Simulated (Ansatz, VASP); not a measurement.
# Al2RuCN2 in VASP and in Ansatz

```
Al Ru C N
1.0
    -1.87856    1.87856    4.88153
     1.87856   -1.87856    4.88153
     1.87856    1.87856   -4.88153
Al Ru C N
2 1 1 2
Cartesian
  0.0000 1.8786 2.4408
  1.8786 0.0000 2.4408
  0.0000 0.0000 4.8815
  0.0000 0.0000 0.0000
  0.0000 0.0000 3.3988
  0.0000 0.0000 6.3643
```

Change from the starting cell: species swapped into the LaNi2B2C type (I4/mmm, No. 139).

Alike in both runs: task single point; functional PBE; k mesh 6 × 6 × 6; occupations gaussian, width 0.1 eV; collinear spin.

|  | VASP | Ansatz |
| --- | --- | --- |
| version | VASP 6.6.1 | Ansatz 0.2.0 |
| potentials or method | VASP PAW PBE potentials, release 64 (Al, Ru_pv, C, N), cutoff 520 eV | scalar-relativistic, plane waves, PAW |
| valence electrons in the cell | 34 | 36 |

```csv
,VASP,Ansatz,Ansatz less VASP
gap on the k mesh at the Fermi level (eV),none,none,-
rms of the force components (eV/Å),10.035,9.941,-0.0936
net moment per atom (μB),0.00,0.00,0.000
```

Atom by atom the forces differ by 0.094 eV/Å (rms over components). A gap of «none» marks a metal or a gap that the smearing closes. VASP's potentials hold 34 valence electrons a cell and Ansatz's 36, so a difference there can come from the potentials and not from the codes. Ansatz's warnings: seeded moment not kept.

The k mesh is coarse, so the values compare programs but aren't converged.
